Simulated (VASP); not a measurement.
A run of VASP 6.6.1 is set up as follows.

File POSCAR:

```
LaCuTe2
1.0
    2.1921886404      1.2656607017      6.6117545048
   -2.1921886404      1.2656607017      6.6117545048
    0.0000000000     -2.5313214033      6.6117545048
Cu La Te
1 1 2
Direct
    1.0000000000      0.0000000000      0.0000000000
    0.5000000000      0.5000000000      0.5000000000
    0.2608883541      0.2608883541      0.2608883541
    0.7391116459      0.7391116459      0.7391116459
```

File INCAR.step1:

```
PREC = Accurate ; ENCUT = 520
ISMEAR = 0 ; SIGMA = 0.01
LREAL = False ; LASPH = True
NELM = 80 ; NBANDS = 25
GGA = PE ; ALGO = Normal
EDIFF = 1E-4 ; LWAVE = True
LCHARG = False
```

File INCAR.step2:

```
PREC = Accurate ; ENCUT = 520
EDIFF = 1E-6 ; ISMEAR = 0
SIGMA = 0.01 ; LREAL = False
LASPH = True ; NELM = 80
ALGO = Normal ; ISIF = 2
LWAVE = False ; LCHARG = False
METAGGA = R2SCAN ; LMIXTAU = True
NBANDS = 25 ; ISTART = 1
```

The input KPOINTS:

```
Automatic mesh
0
Gamma
  6 6 6
```

Potentials or basis: VASP PAW PBE potentials, release 64 (Cu, La, Te).

Command:

```sh
$ cat potpaw_PBE.64/Cu/POTCAR potpaw_PBE.64/La/POTCAR potpaw_PBE.64/Te/POTCAR > POTCAR
$ cp INCAR.step1 INCAR
$ mpirun -np 1 vasp_std > vasp.out
$ cp INCAR.step2 INCAR
$ mpirun -np 1 vasp_std > vasp.out
```

(1) What does it give for the largest force?

(2) Estimate the band gap on the k mesh.

Answers

(1) 0.209 eV/Å.

(2) 0.89 eV, indirect (least direct gap 1.39 eV).

Caveat: the PAW data sets were made with another functional, which shifts forces and pressure a little; spin-orbit coupling is left out, which moves the levels of the heavy elements.
